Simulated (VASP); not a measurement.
# Hf (Im-3m) in VASP: further runs

Hf is run at these levels: PBE; tasks: single point.

All numbers are computed with VASP 6.6.1; they aren't measurements. Logs are shortened: lines on timing, memory, paths and dates and some standing lists are left out, and cuts for length are marked.

## (1) The cell of the first run

Symmetry: Im-3m, No. 229, cubic system. Conventional cell: a = 3.547 Å, b = 3.547 Å, c = 3.547 Å, α = 90.00°, β = 90.00°, γ = 90.00°. Within 4.0 Å of Hf (site symmetry m-3m) lie 14 Hf at 3.07 to 3.55 Å.

## (2) Single point, PBE

INCAR reads:

```
SYSTEM = Hf
PREC = Accurate ; ENCUT = 520
EDIFF = 1E-6 ; ISMEAR = 0
SIGMA = 0.05 ; LREAL = .False.
LASPH = .True. ; NELM = 80
ALGO = Normal ; ISIF = 2
LWAVE = .False. ; LCHARG = .False.
GGA = PE ; NBANDS = 11
```

KPOINTS reads:

```
regular mesh
0
Gamma
  18 18 18
  0 0 0
```

POSCAR reads:

```
Hf
1.0
   -1.7734368616      1.7734368616      1.7734368616
    1.7734368616     -1.7734368616      1.7734368616
    1.7734368616      1.7734368616     -1.7734368616
Hf
1
Direct
    0.0000000000      0.0000000000      0.0000000000
```

Potentials or basis: VASP PAW PBE potentials, release 64 (Hf_pv).

Command:

```console
cat potpaw_PBE.64/Hf_pv/POTCAR > POTCAR
mpirun -np 1 vasp_std > vasp.out
```

OUTCAR:

```text
SYSTEM = Hf
   PREC = Accurate
   ENCUT = 520
   EDIFF = 1E-6
   ISMEAR = 0
   LREAL = .False.
   LASPH = .True.
   NELM = 80
   ISIF = 2
   GGA = PE

 ion  position               nearest neighbor table
   1  0.000  0.000  0.000-

  LATTYP: Found a body centered cubic cell.
 ALAT       =     3.5468737232

  Lattice vectors:

 A1 = (  -1.7734368616,   1.7734368616,   1.7734368616)
 A2 = (   1.7734368616,  -1.7734368616,   1.7734368616)
 A3 = (   1.7734368616,   1.7734368616,  -1.7734368616)

Analysis of symmetry for initial positions (statically):
=====================================================================
 Subroutine PRICEL returns:
 Original cell was already a primitive cell.

 Routine SETGRP: Setting up the symmetry group for a
 body centered cubic supercell.

 Subroutine GETGRP returns: Found 48 space group operations
 (whereof 48 operations were pure point group operations)
 out of a pool of 48 trial point group operations.

The static configuration has the point symmetry O_h .

Analysis of symmetry for dynamics (positions and initial velocities):
=====================================================================
 Subroutine PRICEL returns:
 Original cell was already a primitive cell.

 Routine SETGRP: Setting up the symmetry group for a
 body centered cubic supercell.

 Subroutine GETGRP returns: Found 48 space group operations
 (whereof 48 operations were pure point group operations)
 out of a pool of 48 trial point group operations.

The dynamic configuration has the point symmetry O_h .

 Subroutine INISYM returns: Found 48 space group operations
 (whereof 48 operations are pure point group operations),
 and found     1 'primitive' translations

----------------------------------------------------------------------------------------

                                     Primitive cell

  volume of cell :      22.3104

  direct lattice vectors                    reciprocal lattice vectors
    -1.773436862  1.773436862  1.773436862     0.000000000  0.281938427  0.281938427
     1.773436862 -1.773436862  1.773436862     0.281938427  0.000000000  0.281938427
     1.773436862  1.773436862 -1.773436862     0.281938427  0.281938427  0.000000000

  length of vectors
     3.071682748  3.071682748  3.071682748     0.398721148  0.398721148  0.398721148

  position of ions in fractional coordinates (direct lattice)
     0.000000000  0.000000000  0.000000000

  ion indices of the primitive-cell ions
   primitive index   ion index
                 1           1

----------------------------------------------------------------------------------------

 KPOINTS: regular mesh

Automatic generation of k-mesh.
 Grid dimensions read from file:
 generate k-points for:   18   18   18

 Generating k-lattice:

  Cartesian coordinates                     Fractional coordinates (reciprocal lattice)
     0.000000000  0.015663246  0.015663246     0.055555556  0.000000000  0.000000000
     0.015663246  0.000000000  0.015663246     0.000000000  0.055555556  0.000000000
     0.015663246  0.015663246  0.000000000     0.000000000  0.000000000  0.055555556

  Length of vectors
     0.022151175  0.022151175  0.022151175

  Shift w.r.t. Gamma in fractional coordinates (k-lattice)
     0.000000000  0.000000000  0.000000000

 Subroutine IBZKPT returns following result:
 ===========================================

 Found    195 irreducible k-points:

 Following reciprocal coordinates:
            Coordinates               Weight
  0.000000  0.000000  0.000000      1.000000
  0.055556  0.000000  0.000000     12.000000
  0.111111  0.000000  0.000000     12.000000
  0.166667  0.000000  0.000000     12.000000
  0.222222  0.000000  0.000000     12.000000
  0.277778  0.000000  0.000000     12.000000
[... 16 lines left out ...]
  0.333333  0.111111  0.000000     48.000000
  0.388889  0.111111  0.000000     48.000000
 [... further k-points ...]
   k-points           NKPTS =    195   k-points in BZ     NKDIM =    195   number of bands    NBANDS=     11
   number of dos      NEDOS =    301   number of ions     NIONS =      1
   total plane-waves  NPLWV =  13824
   dimension x,y,z NGX =    24 NGY =   24 NGZ =   24
   dimension x,y,z NGXF=    48 NGYF=   48 NGZF=   48
   ions per type =               1
   NGX,Y,Z   is equivalent  to a cutoff of  12.99, 12.99, 12.99 a.u.
   NGXF,Y,Z  is equivalent  to a cutoff of  25.98, 25.98, 25.98 a.u.
 SYSTEM =  Hf
   PREC   = accura    normal or accurate (medium, high low for compatibility)
   ISTART =      0    job   : 0-new  1-cont  2-samecut
   ICHARG =      2    charge: 1-file 2-atom 10-const
   ISPIN  =      1    spin polarized calculation?
   LNONCOLLINEAR =      F non collinear calculations
   LSORBIT =      F    spin-orbit coupling
   LASPH  =      T    aspherical Exc in radial PAW
   ENCUT  =  520.0 eV  38.22 Ry    6.18 a.u.   5.71  5.71  5.71*2*pi/ulx,y,z
   NELM   =     80;   NELMIN=  2; NELMDL= -5     # of ELM steps
[... 120 lines left out ...]
      8       8.3352      0.00000
      9       9.0067      0.00000
     10      17.8610      0.00000
     11      18.3239      0.00000

 k-point     6 :       0.2778    0.0000    0.0000
  band No.  band energies     occupation
      1     -25.7303      2.00000
      2     -25.3913      2.00000
      3     -25.2344      2.00000
      4      -0.0962      2.00000
      5       4.8039      0.00000
      6       4.9995      0.00000
      7       8.4992      0.00000
      8       8.7861      0.00000
      9       9.1309      0.00000
     10      17.5896      0.00000
     11      17.8408      0.00000

 k-point     7 :       0.3333    0.0000    0.0000
  band No.  band energies     occupation
      1     -25.8614      2.00000
      2     -25.4347      2.00000
      3     -25.2350      2.00000
      4       0.5382      2.00000
      5       4.5090      1.98528
      6       4.8942      0.00000
      7       8.6931      0.00000
      8       9.3070      0.00000
      9       9.8279      0.00000
     10      16.6756      0.00000
     11      17.0642      0.00000

 k-point     8 :       0.3889    0.0000    0.0000
  band No.  band energies     occupation
      1     -25.9661      2.00000
      2     -25.4697      2.00000
      3     -25.2356      2.00000
      4       0.9641      2.00000
      5       4.2842      2.00000
      6       5.0932      0.00000
      7       8.8082      0.00000
      8       9.5080      0.00000
      9      10.9060      0.00000
     10      15.8568      0.00000
     11      15.8815      0.00000
[... 141 lines left out ...]
 k-point    19 :       0.1111    0.1111    0.0000
  band No.  band energies     occupation
      1     -25.5087      2.00000
      2     -25.3010      2.00000
      3     -25.2569      2.00000
      4      -1.1691      2.00000
      5       5.4113      0.00000
      6       5.4399      0.00000
      7       7.5047      0.00000
      8       8.0733      0.00000
      9       9.1408      0.00000
     10      17.8634      0.00000
     11      18.9387      0.00000

 k-point    20 :       0.1667    0.1111   -0.0000
  band No.  band energies     occupation
      1     -25.6279      2.00000
      2     -25.3451      2.00000
      3     -25.2642      2.00000
      4      -0.5183      2.00000
      5       5.0483      0.00000
      6       5.1252      0.00000
      7       8.0310      0.00000
      8       8.2751      0.00000
      9       9.3048      0.00000
     10      17.8566      0.00000
     11      18.5899      0.00000

 k-point    21 :       0.2222    0.1111    0.0000
  band No.  band energies     occupation
      1     -25.7496      2.00000
      2     -25.3985      2.00000
      3     -25.2677      2.00000
      4       0.1953      2.00000
      5       4.6901      0.00726
      6       4.8548      0.00000
      7       8.1651      0.00000
      8       9.1958      0.00000
      9       9.4511      0.00000
     10      17.4505      0.00000
     11      17.8812      0.00000

 k-point    22 :       0.2778    0.1111    0.0000
  band No.  band energies     occupation
      1     -25.8603      2.00000
      2     -25.4505      2.00000
      3     -25.2698      2.00000
      4       0.8472      2.00000
      5       4.4373      1.99999
      6       4.7061      0.00171
      7       8.3919      0.00000
      8       9.5575      0.00000
      9      10.2296      0.00000
     10      16.3644      0.00000
     11      17.6604      0.00000

 k-point    23 :       0.3333    0.1111    0.0000
  band No.  band energies     occupation
      1     -25.9486      2.00000
      2     -25.4935      2.00000
      3     -25.2713      2.00000
      4       1.2953      2.00000
      5       4.2683      2.00000
      6       4.8196      0.00000
      7       8.5873      0.00000
      8       9.6527      0.00000
      9      11.2786      0.00000
     10      15.3606      0.00000
     11      16.6458      0.00000

 k-point    24 :       0.3889    0.1111    0.0000
  band No.  band energies     occupation
      1     -26.0052      2.00000
      2     -25.5216      2.00000
      3     -25.2721      2.00000
      4       1.5025      2.00000
      5       4.1593      2.00000
      6       5.1282      0.00000
      7       8.6199      0.00000
      8       9.7927      0.00000
      9      12.1691      0.00000
     10      14.5403      0.00000
     11      16.0205      0.00000

 [... further k-points ...]
[... 5 lines left out ...]
  --------------------------------------------------------------------------------------
  -------------------------------------------------------------------------------------
  Total       -0.0540720     -0.0540720     -0.0540720     -0.0000000     -0.0000000      0.0000000
  in kB       -3.8830788     -3.8830788     -3.8830788     -0.0000000     -0.0000000      0.0000000
  external PRESSURE =      -3.8830788 kB  Pullay stress =       0.0000000 kB

 VOLUME and BASIS-vectors are now :
 -----------------------------------------------------------------------------
  energy-cutoff  :      520.00
  volume of cell :       22.31
      direct lattice vectors                 reciprocal lattice vectors
    -1.773436862  1.773436862  1.773436862     0.000000000  0.281938427  0.281938427
     1.773436862 -1.773436862  1.773436862     0.281938427  0.000000000  0.281938427
     1.773436862  1.773436862 -1.773436862     0.281938427  0.281938427  0.000000000

 POSITION                                       TOTAL-FORCE (eV/Angst)
 -----------------------------------------------------------------------------------
      0.00000      0.00000      0.00000        -0.000000     -0.000000     -0.000000
 -----------------------------------------------------------------------------------
    total drift:                                0.000000      0.000000      0.000000

  FREE ENERGIE OF THE ION-ELECTRON SYSTEM (eV)
  ---------------------------------------------------
  free  energy   TOTEN  =        -9.7442350110 eV

  energy  without entropy=       -9.7418547602  energy(sigma->0) =       -9.74304489
```

Run time: 16 s. Hardware: 1 thread of AMD EPYC 9R45 (Zen 5), shared host; peak memory 0.14 GiB.

Results:

- Free energy: -9.7442 eV
- Pressure: -0.4 GPa
- Band gap on the k mesh: zero (band 5 reaches 6.12 eV, above the bottom of band 6 at 3.87 eV)

Caveat: spin-orbit coupling is left out, which moves the levels of the heavy elements.

## (3) Single point, PBE (volume scaled by 0.760)

INCAR reads:

```
PREC = Accurate ; ENCUT = 520
EDIFF = 1E-6 ; ISMEAR = 0
SIGMA = 0.05 ; LREAL = False
LASPH = True ; NELM = 60
ALGO = Fast ; ISIF = 2
LWAVE = False ; LCHARG = False
GGA = PE ; NBANDS = 11
```

KPOINTS reads:

```
regular mesh
0
Gamma
  20 20 20
```

POSCAR reads:

```
Hf
1.0
   -1.6184039459      1.6184039459      1.6184039459
    1.6184039459     -1.6184039459      1.6184039459
    1.6184039459      1.6184039459     -1.6184039459
Hf
1
Direct
    0.0000000000      0.0000000000      0.0000000000
```

Potentials or basis: VASP PAW PBE potentials, release 64 (Hf_pv).

Command:

```console
cat potpaw_PBE.64/Hf_pv/POTCAR > POTCAR
mpirun -np 1 vasp_std > vasp.out
```

Run time: 22 s. Hardware: 1 thread of AMD EPYC 9R45 (Zen 5), shared host; peak memory 0.14 GiB.

The run converged. Its results:

```
Free energy            : -9.1760 eV
Pressure               : 42.5 GPa
Band gap on the k mesh : zero (band 5 reaches 8.30 eV, above the bottom of band 6 at 5.76 eV)
```

Levels at points of the mesh, in eV from the Fermi level:
| k point | band 1 | band 2 | band 3 | band 4 | band 5 | band 6 | band 7 | band 8 | band 9 | band 10 |
| --- | --- | --- | --- | --- | --- | --- | --- | --- | --- | --- |
| (0.00, 0.00, 0.00) | -28.74 | -28.74 | -28.74 | -7.79 | 1.69 | 1.69 | 1.69 | 5.34 | 5.34 | 14.70 |
| (0.50, 0.00, 0.00) | -30.70 | -29.34 | -28.76 | -4.34 | -1.11 | 2.61 | 5.41 | 6.71 | 10.40 | 11.88 |
| (0.50, 0.50, 0.50) | -30.05 | -30.05 | -30.05 | -4.00 | -4.00 | 9.11 | 9.11 | 9.11 | 9.92 | 9.92 |

Caveat: the cell differs from its parent crystal (volume scaled by 0.760); spin-orbit coupling is left out, which moves the levels of the heavy elements.

## (4) Single point, PBE

This run uses another cell than the first one, of 22.75 Å³/atom, 1.020 times its volume.

INCAR reads:

```
SYSTEM = Hf
ALGO = Normal ; EDIFF = 1E-6
ENCUT = 520 ; GGA = PE
ISIF = 2 ; ISMEAR = 0
LASPH = .True. ; LCHARG = .False.
LREAL = .False. ; LWAVE = .False.
NBANDS = 11 ; NELM = 60
PREC = Accurate ; SIGMA = 0.05
```

KPOINTS reads:

```
k-points
0
Gamma
  18 18 18
  0 0 0
```

POSCAR reads:

```
Hf
1.0
   -1.7850187188      1.7850187188      1.7850187188
    1.7850187188     -1.7850187188      1.7850187188
    1.7850187188      1.7850187188     -1.7850187188
Hf
1
Direct
    0.0000000000      0.0000000000      0.0000000000
```

Command:

```console
cat potpaw_PBE.64/Hf_pv/POTCAR > POTCAR
mpirun -np 1 vasp_std > vasp.out
```

It took 15 s on 1 thread of AMD EPYC 9R45 (Zen 5), shared host; peak memory 0.14 GiB.

It converged, with:

```
Free energy            : -9.7406 eV
Pressure               : -2.3 GPa
Band gap on the k mesh : zero (band 5 reaches 5.98 eV, above the bottom of band 6 at 3.74 eV)
```

Levels at points of the mesh, in eV from the Fermi level:
```csv
k point,band 2,band 3,band 4,band 5,band 6,band 7,band 8,band 9
"(0.00, 0.00, 0.00)",-29.90,-29.90,-6.98,1.51,1.51,1.51,4.24,4.24
"(0.50, 0.00, 0.00)",-30.16,-29.91,-3.32,-0.47,1.00,4.06,5.05,7.45
"(0.50, 0.50, 0.50)",-30.45,-30.45,-2.50,-2.50,6.65,6.65,6.65,7.09
```

Caveat: spin-orbit coupling is left out, which moves the levels of the heavy elements.

## (5) Single point, PBE (volume scaled by 1.040)

INCAR, as its differences from that of step 4:

```diff
@@ -1,3 +1,3 @@
 SYSTEM = Hf
-ALGO = Normal ; EDIFF = 1E-6
+ALGO = Normal ; EDIFF = 1E-7
 ENCUT = 520 ; GGA = PE
```

KPOINTS is that of step 4.

POSCAR reads:

```
Hf
1.0
   -1.7967742334      1.7967742334      1.7967742334
    1.7967742334     -1.7967742334      1.7967742334
    1.7967742334      1.7967742334     -1.7967742334
Hf
1
Direct
    0.0000000000      0.0000000000      0.0000000000
```

Command:

```console
cat potpaw_PBE.64/Hf_pv/POTCAR > POTCAR
mpirun -np 1 vasp_std > vasp.out
```

It took 16 s on 1 thread of AMD EPYC 9R45 (Zen 5), shared host; peak memory 0.15 GiB.

It converged, with:

| Property | Result |
| --- | --- |
| Free energy | -9.7315 eV |
| Pressure | -4.1 GPa |
| Band gap on the k mesh | zero (band 5 reaches 5.83 eV, above the bottom of band 6 at 3.62 eV) |

Levels at points of the mesh, in eV from the Fermi level:
```
           k point  band 3  band 4  band 5  band 6  band 7  band 8
(0.00, 0.00, 0.00)  -29.98   -6.92    1.49    1.49    1.49    4.17
(0.50, 0.00, 0.00)  -29.99   -3.27   -0.44    0.93    3.98    4.94
(0.50, 0.50, 0.50)  -30.49   -2.42   -2.42    6.50    6.50    6.50
```

Caveat: the cell differs from its parent crystal (volume scaled by 1.040); spin-orbit coupling is left out, which moves the levels of the heavy elements.

## (6) Single point, PBE

This run uses another cell than the first one, of 23.52 Å³/atom, 1.054 times its volume.

INCAR reads:

```
SYSTEM = Hf
PREC = Accurate
ENCUT = 520
EDIFF = 1E-6
ISMEAR = 0
SIGMA = 0.05
LREAL = .False.
LASPH = .True.
NELM = 100
ALGO = Fast
ISIF = 2
LWAVE = .False.
LCHARG = .True.
GGA = PE
LELF = .True.
LVHAR = .True.
NBANDS = 11
```

KPOINTS reads:

```
Automatic mesh
0
Gamma
  18 18 18
  0 0 0
```

POSCAR reads:

```
Hf
1.0
   -1.8050000000      1.8050000000      1.8050000000
    1.8050000000     -1.8050000000      1.8050000000
    1.8050000000      1.8050000000     -1.8050000000
Hf
1
Direct
    0.0000000000      0.0000000000      0.0000000000
```

Potentials or basis: VASP PAW PBE potentials, release 64 (Hf_pv).

Command:

```console
cat potpaw_PBE.64/Hf_pv/POTCAR > POTCAR
mpirun -np 1 vasp_std > vasp.out
```

Run time: 20 s. Hardware: 1 thread of AMD EPYC 9R45 (Zen 5), shared host; peak memory 0.14 GiB.

Results (log left out):

```
Free energy            : -9.7222 eV
Pressure               : -5.1 GPa
Band gap on the k mesh : zero (band 5 reaches 5.73 eV, above the bottom of band 6 at 3.54 eV)
```

Levels at points of the mesh, in eV from the Fermi level:
```
           k point  band 1  band 2  band 3  band 4  band 5  band 6  band 7  band 8  band 9  band 10
(0.00, 0.00, 0.00)  -30.04  -30.04  -30.04   -6.88    1.48    1.48    1.48    4.12    4.12    13.04
(0.50, 0.00, 0.00)  -30.73  -30.27  -30.04   -3.23   -0.42    0.88    3.92    4.87    7.16     9.50
(0.50, 0.50, 0.50)  -30.53  -30.53  -30.53   -2.37   -2.37    6.40    6.40    6.40    6.84     6.84
```

Caveat: spin-orbit coupling is left out, which moves the levels of the heavy elements.

## (7) The runs side by side

| cell | k mesh | gap on the mesh (eV) | pressure (GPa) |
| --- | --- | --- | --- |
| a = 3.072 Å, angles 109.5°, 1 atom | 18 × 18 × 18 | none | -0.4 |
| a = 2.803 Å, angles 109.5°, 1 atom | 20 × 20 × 20 | none | 42.5 |
| a = 3.092 Å, angles 109.5°, 1 atom | 18 × 18 × 18 | none | -2.3 |
| a = 3.112 Å, angles 109.5°, 1 atom | 18 × 18 × 18 | none | -4.1 |
| a = 3.126 Å, angles 109.5°, 1 atom | 18 × 18 × 18 | none | -5.1 |

Alike in all rows: task single point; level PBE; potentials or basis VASP PAW PBE potentials, release 64 (Hf_pv); no spin polarisation; cutoff (eV) 520; smearing gaussian 0.05 eV.

Caveats: spin-orbit coupling is left out, which moves the levels of the heavy elements.

Absolute energies hang on the potentials; compare differences alone.
